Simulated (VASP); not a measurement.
A run of VASP 6.6.1 is set up as follows.

File INCAR:

```
SYSTEM = HfC
ALGO = Normal ; EDIFF = 1E-8
ENCUT = 520 ; GGA = PE
IBRION = 8 ; ISIF = 2
ISMEAR = -1 ; LASPH = .TRUE.
LCHARG = .TRUE. ; LREAL = .FALSE.
LWAVE = .FALSE. ; NBANDS = 14
NELM = 80 ; NSW = 1
PREC = Accurate ; SIGMA = 0.15
```

File KPOINTS:

```
k-points
0
G
  14 14 14
  0 0 0
```

POSCAR

```
HfC
1.0
    2.9223000000      0.0000000000      0.0000000000
    0.0000000000      2.9223000000      0.0000000000
    0.0000000000      0.0000000000      2.9223000000
Hf C
1 1
Direct
    0.0000000000      0.0000000000      0.0000000000
    0.5000000000      0.5000000000      0.5000000000
```

Potentials or basis: VASP PAW PBE potentials, release 64 (Hf_pv, C).

The run is started by

```console
$ cat potpaw_PBE.64/Hf_pv/POTCAR potpaw_PBE.64/C/POTCAR > POTCAR
$ mpirun -np 1 vasp_std > vasp.out
```

(1) What does it give for the highest phonon frequency at Γ?

Results:

(1) 62 cm⁻¹.

Caveat: the cell stands under pressure or tension, which shifts response properties.
